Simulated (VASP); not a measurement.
# Si (I4/mmm) in VASP: further runs

The runs below take Si through single point, with LDA.

Program: VASP 6.6.1. These are calculated values, not measurements. Logs are shortened: lines on timing, memory, paths and dates and some standing lists are left out, and cuts for length are marked.

## 1. The cell of the first run

Symmetry: I4/mmm, No. 139, tetragonal system. Conventional cell: a = 6.702 Å, b = 6.702 Å, c = 3.817 Å, α = 90.00°, β = 90.00°, γ = 90.00°. Si (site symmetry m2m) has 4 Si at 2.34 to 2.40 Å within 3.1 Å.

## 2. Single point, LDA (strain +0.015 along x and y, +0.000 along z)

INCAR

```
ALGO = Normal ; EDIFF = 1E-7
ENCUT = 520 ; GGA = CA
ISIF = 2 ; ISMEAR = 0
LASPH = True ; LCHARG = True
LELF = True ; LREAL = False
LVHAR = True ; LWAVE = False
NBANDS = 16 ; NELM = 80
PREC = Accurate ; SIGMA = 0.03
```

KPOINTS

```
k-points
0
Gamma
  10 10 10
```

POSCAR

```
Si
1.0
   -3.3507909355      3.3507909355      1.9083649472
    3.3507909355     -3.3507909355      1.9083649472
    3.3507909355      3.3507909355     -1.9083649472
Si
4
Direct
    0.1788433299      0.1788433299      0.3576866598
    0.8211566701      0.8211566701      0.6423133402
    0.1788433299      0.8211566701      0.0000000000
    0.8211566701      0.1788433299      0.0000000000
```

Potentials or basis: VASP PAW LDA potentials, release 64 (Si).

Started as:

```bash
cat potpaw_LDA.64/Si/POTCAR > POTCAR
mpirun -np 1 vasp_std > vasp.out
```

OUTCAR:

```text
EDIFF = 1E-7
   ENCUT = 520
   GGA = CA
   ISIF = 2
   ISMEAR = 0
   LASPH = True
   LREAL = False
   NELM = 80
   PREC = Accurate

 ion  position               nearest neighbor table
   1  0.179  0.179  0.358-   2 2.34   2 2.34   3 2.40   4 2.40
   2  0.821  0.821  0.642-   1 2.34   1 2.34   4 2.40   3 2.40
   3  0.179  0.821  0.000-   4 2.34   4 2.34   2 2.40   1 2.40
   4  0.821  0.179  0.000-   3 2.34   3 2.34   2 2.40   1 2.40

  LATTYP: Found a body centered tetragonal cell.
 ALAT       =     6.7015818710
 C/A-ratio  =     0.5695267129

  Lattice vectors:

 A1 = (  -3.3507909355,   3.3507909355,   1.9083649472)
 A2 = (   3.3507909355,  -3.3507909355,   1.9083649472)
 A3 = (   3.3507909355,   3.3507909355,  -1.9083649472)

Analysis of symmetry for initial positions (statically):
=====================================================================
 Subroutine PRICEL returns:
 Original cell was already a primitive cell.

 Routine SETGRP: Setting up the symmetry group for a
 body centered tetragonal supercell.

 Subroutine GETGRP returns: Found 16 space group operations
 (whereof 16 operations were pure point group operations)
 out of a pool of 16 trial point group operations.

The static configuration has the point symmetry D_4h.

Analysis of symmetry for dynamics (positions and initial velocities):
=====================================================================
 Subroutine PRICEL returns:
 Original cell was already a primitive cell.

 Routine SETGRP: Setting up the symmetry group for a
 body centered tetragonal supercell.

 Subroutine GETGRP returns: Found 16 space group operations
 (whereof 16 operations were pure point group operations)
 out of a pool of 16 trial point group operations.

The dynamic configuration has the point symmetry D_4h.

 Subroutine INISYM returns: Found 16 space group operations
 (whereof 16 operations are pure point group operations),
 and found     1 'primitive' translations

----------------------------------------------------------------------------------------

                                     Primitive cell

  volume of cell :      85.7070

  direct lattice vectors                    reciprocal lattice vectors
    -3.350790936  3.350790936  1.908364947     0.000000000  0.149218501  0.262004393
     3.350790936 -3.350790936  1.908364947     0.149218501  0.000000000  0.262004393
     3.350790936  3.350790936 -1.908364947     0.149218501  0.149218501  0.000000000

  length of vectors
     5.108566977  5.108566977  5.108566977     0.301516937  0.301516937  0.211026828

  position of ions in fractional coordinates (direct lattice)
     0.178843330  0.178843330  0.357686660
     0.821156670  0.821156670  0.642313340
     0.178843330  0.821156670  0.000000000
     0.821156670  0.178843330  0.000000000

  ion indices of the primitive-cell ions
   primitive index   ion index
                 1           1
                 2           2
                 3           3
                 4           4

----------------------------------------------------------------------------------------

 KPOINTS: k-points

Automatic generation of k-mesh.
 Grid dimensions read from file:
 generate k-points for:   10   10   10

 Generating k-lattice:

  Cartesian coordinates                     Fractional coordinates (reciprocal lattice)
     0.000000000  0.014921850  0.026200439     0.100000000  0.000000000 -0.000000000
     0.014921850  0.000000000  0.026200439     0.000000000  0.100000000 -0.000000000
     0.014921850  0.014921850  0.000000000     0.000000000  0.000000000  0.100000000

  Length of vectors
     0.030151694  0.030151694  0.021102683

  Shift w.r.t. Gamma in fractional coordinates (k-lattice)
     0.000000000  0.000000000  0.000000000

 Subroutine IBZKPT returns following result:
 ===========================================

 Found    102 irreducible k-points:

 Following reciprocal coordinates:
            Coordinates               Weight
  0.000000  0.000000  0.000000      1.000000
  0.100000  0.000000 -0.000000      8.000000
  0.200000  0.000000 -0.000000      8.000000
  0.300000  0.000000  0.000000      8.000000
  0.400000 -0.000000  0.000000      8.000000
  0.500000 -0.000000  0.000000      4.000000
[... 16 lines left out ...]
  0.300000  0.300000  0.000000      8.000000
  0.400000  0.300000  0.000000     16.000000
 [... further k-points ...]
   k-points           NKPTS =    102   k-points in BZ     NKDIM =    102   number of bands    NBANDS=     16
   number of dos      NEDOS =    301   number of ions     NIONS =      4
   total plane-waves  NPLWV =  64000
   dimension x,y,z NGX =    40 NGY =   40 NGZ =   40
   dimension x,y,z NGXF=    80 NGYF=   80 NGZF=   80
   ions per type =               4
   NGX,Y,Z   is equivalent  to a cutoff of  13.02, 13.02, 13.02 a.u.
   NGXF,Y,Z  is equivalent  to a cutoff of  26.03, 26.03, 26.03 a.u.
 SYSTEM =  unknown system
   PREC   = accura    normal or accurate (medium, high low for compatibility)
   ISTART =      0    job   : 0-new  1-cont  2-samecut
   ICHARG =      2    charge: 1-file 2-atom 10-const
   ISPIN  =      1    spin polarized calculation?
   LNONCOLLINEAR =      F non collinear calculations
   LSORBIT =      F    spin-orbit coupling
   LASPH  =      T    aspherical Exc in radial PAW
   ENCUT  =  520.0 eV  38.22 Ry    6.18 a.u.   9.50  9.50  9.50*2*pi/ulx,y,z
   NELM   =     80;   NELMIN=  2; NELMDL= -5     # of ELM steps
   EDIFF  = 0.1E-06   stopping-criterion for ELM
   LREAL  =      F    real-space projection
   EDIFFG = 0.1E-05   stopping-criterion for IOM
   NSW    =      0    number of steps for IOM
   IBRION =     -1    ionic relax: 0-MD 1-quasi-New 2-CG
   NFREE  =      0    steps in history (QN), initial steepest desc. (CG)
   ISIF   =      2    stress and relaxation
   ISYM   =      2    0-nonsym 1-usesym 2-fastsym
   POTIM  = 0.5000    time-step for ionic-motion
   TEBEG  =    0.0;   TEEND  =   0.0 temperature during run
   PSTRESS=    0.0 pullay stress
   NELECT =      16.0000    total number of electrons
   NUPDOWN=      -1.0000    fix difference up-down
   EMIN   =  10.00;   EMAX   =-10.00  energy-range for DOS
   EFERMI =   0.00;   METHOD = LEGACY
   ISMEAR =     0;   SIGMA  =   0.03  broadening in eV -4-tet -1-fermi 0-gaus
   EFERMI_NEDOS =   21; number of points for ismear=-14 and -15
   IALGO  =     38    algorithm
   IMIX   =      4    mixing-type and parameters
     AMIX     =   0.40;   BMIX     =  1.00
     AMIX_MAG =   1.60;   BMIX_MAG =  1.00
  volume/ion in A,a.u.               =      21.43       144.59
  Fermi-wavevector in a.u.,A,eV,Ry     =   0.935641  1.768106 11.910880  0.875425
  Thomas-Fermi vector in A             =   2.062570
   LORBIT       =      0    0 simple, 1 ext, 2 COOP (PROOUT), +10 PAW based schemes
   GGA     = CA    functional components
   LHFCALC =     F    Hartree Fock is set to
   AEXX    =    0.0000 exact exchange contribution
   IVDW    =     0    specifies the selected vdW correction
   LEPSILON=     F    determine dielectric tensor
   LRPA    =     F    only Hartree local field effects (RPA)
 non-spin polarized calculation
 Gauss-broadening in eV      SIGMA  =   0.03
  energy-cutoff  :      520.00
  volume of cell :       85.71
 maximum number of plane-waves:      2335
 NGX is ok and might be reduce to    40
   NGX = 19   NGY = 19   NGZ = 19

 number of electron      16.0000000 magnetization

 Free energy of the ion-electron system (eV)
  ---------------------------------------------------
  ext. energy  EPLUGINS =         0.00000000
  ---------------------------------------------------
  free energy    TOTEN  =       -23.35741302 eV

  energy without entropy =      -23.35741302  energy(sigma->0) =      -23.35741302

 E-fermi :   5.4092     XC(G=0):  -9.2756

 val. band max:        5.2727845999   @ k =   0.5000   0.5000   0.5000
 cond. band min:       5.5889405888   @ k =  -0.1000  -0.2000   0.1000
 fundamental gap:      0.3161559889
 Fermi energy:         5.4092049226

 k-point     1 :       0.0000    0.0000    0.0000
  band No.  band energies     occupation
      1      -6.6821      2.00000
      2      -2.6049      2.00000
      3      -0.2586      2.00000
      4      -0.2586      2.00000
      5       1.5727      2.00000
      6       3.8906      2.00000
[... 8 lines left out ...]
     15      10.8718      0.00000
     16      11.9535      0.00000

 k-point     2 :       0.1000    0.0000   -0.0000
  band No.  band energies     occupation
      1      -6.5701      2.00000
      2      -2.6198      2.00000
      3      -0.3924      2.00000
      4      -0.1017      2.00000
      5       1.6698      2.00000
      6       3.2508      2.00000
[... 8 lines left out ...]
     15      10.3320      0.00000
     16      12.5606      0.00000

 k-point     3 :       0.2000    0.0000   -0.0000
  band No.  band energies     occupation
      1      -6.2395      2.00000
      2      -2.6124      2.00000
      3      -0.7842      2.00000
      4       0.1626      2.00000
      5       1.8175      2.00000
      6       2.1750      2.00000
[... 8 lines left out ...]
     15      10.4608      0.00000
     16      11.9932      0.00000

 k-point     4 :       0.3000    0.0000    0.0000
  band No.  band energies     occupation
      1      -5.7127      2.00000
      2      -2.5080      2.00000
      3      -1.4802      2.00000
      4      -0.0250      2.00000
      5       1.3632      2.00000
      6       1.9075      2.00000
[... 8 lines left out ...]
     15      11.6326      0.00000
     16      11.9493      0.00000
[... 324 lines left out ...]
 k-point    22 :      -0.2000    0.2000    0.0000
  band No.  band energies     occupation
      1      -6.4678      2.00000
      2      -3.3394      2.00000
      3      -0.2131      2.00000
      4      -0.0934      2.00000
      5       2.4746      2.00000
      6       3.6910      2.00000
[... 8 lines left out ...]
     15      11.3062      0.00000
     16      12.7430      0.00000

 k-point    23 :       0.3000    0.3000    0.0000
  band No.  band energies     occupation
      1      -4.5796      2.00000
      2      -3.2854      2.00000
      3      -2.4465      2.00000
      4      -0.3806      2.00000
      5       0.8512      2.00000
      6       2.4938      2.00000
[... 8 lines left out ...]
     15      11.5196      0.00000
     16      13.2463      0.00000

 k-point    24 :       0.4000    0.3000    0.0000
  band No.  band energies     occupation
      1      -4.9918      2.00000
      2      -3.8712      2.00000
      3      -1.7617      2.00000
      4       0.2741      2.00000
      5       1.1040      2.00000
      6       2.3364      2.00000
[... 8 lines left out ...]
     15      11.3822      0.00000
     16      12.1225      0.00000

 [... further k-points ...]
[... 5 lines left out ...]
  --------------------------------------------------------------------------------------
  -------------------------------------------------------------------------------------
  Total       -1.6881405     -1.6881405     -0.4442244      0.0000000      0.0000000     -0.0000000
  in kB      -31.5575358    -31.5575358     -8.3041825      0.0000000      0.0000000     -0.0000000
  external PRESSURE =     -23.8064180 kB  Pullay stress =       0.0000000 kB

 VOLUME and BASIS-vectors are now :
 -----------------------------------------------------------------------------
  energy-cutoff  :      520.00
  volume of cell :       85.71
      direct lattice vectors                 reciprocal lattice vectors
    -3.350790936  3.350790936  1.908364947     0.000000000  0.149218501  0.262004393
     3.350790936 -3.350790936  1.908364947     0.149218501  0.000000000  0.262004393
     3.350790936  3.350790936 -1.908364947     0.149218501  0.149218501  0.000000000

 POSITION                                       TOTAL-FORCE (eV/Angst)
 -----------------------------------------------------------------------------------
      1.19853      1.19853     -0.00000        -0.135668     -0.135668     -0.000000
      2.15226      2.15226      1.90836         0.135668      0.135668      0.000000
      2.15226     -2.15226      1.90836         0.135668     -0.135668      0.000000
     -2.15226      2.15226      1.90836        -0.135668      0.135668      0.000000
 -----------------------------------------------------------------------------------
    total drift:                               -0.000000     -0.000000      0.000000

  FREE ENERGIE OF THE ION-ELECTRON SYSTEM (eV)
  ---------------------------------------------------
  free  energy   TOTEN  =       -23.3574130161 eV

  energy  without entropy=      -23.3574130161  energy(sigma->0) =      -23.35741302
```

It took 4.6 min on 1 thread of AMD EPYC 7R43 (Zen 3), shared host; peak memory 0.2 GiB.

What came out:

- Free energy: -23.3574 eV
- Pressure: -2.4 GPa
- Largest force: 0.192 eV/Å
- Band gap on the k mesh: 0.32 eV, indirect (least direct gap 0.47 eV)

Forces on the atoms (eV/Å):
```
Si  -0.136 -0.136  0.000
Si   0.136  0.136  0.000
Si   0.136 -0.136  0.000
Si  -0.136  0.136  0.000
```

Stress tensor (GPa, compression positive):
```
-3.16  0.00  0.00
 0.00 -3.16  0.00
 0.00  0.00 -0.83
```

Levels at points of the mesh, in eV from the valence-band top:
| k point | band 4 | band 5 | band 6 | band 7 | band 8 | band 9 | band 10 | band 11 | band 12 | band 13 |
| --- | --- | --- | --- | --- | --- | --- | --- | --- | --- | --- |
| (0.00, 0.00, 0.00) | -5.53 | -3.70 | -1.38 | -1.38 | -0.49 | 1.47 | 1.47 | 1.56 | 2.33 | 2.33 |
| (0.50, 0.00, 0.00) | -6.14 | -4.30 | -3.46 | -2.31 | -1.43 | 0.77 | 2.25 | 2.93 | 3.46 | 4.05 |
| (0.50, 0.50, 0.00) | -4.91 | -2.81 | -1.94 | -1.87 | -1.51 | 1.67 | 1.86 | 1.97 | 3.86 | 4.36 |
| (0.50, 0.50, 0.50) | -4.98 | -2.77 | -0.17 | 0.00 | 0.00 | 0.47 | 3.01 | 3.30 | 3.92 | 4.55 |

Caveat: the cell differs from its parent crystal (strain +0.015 along x and y, +0.000 along z).

(Part 1 of 2 ends here.)
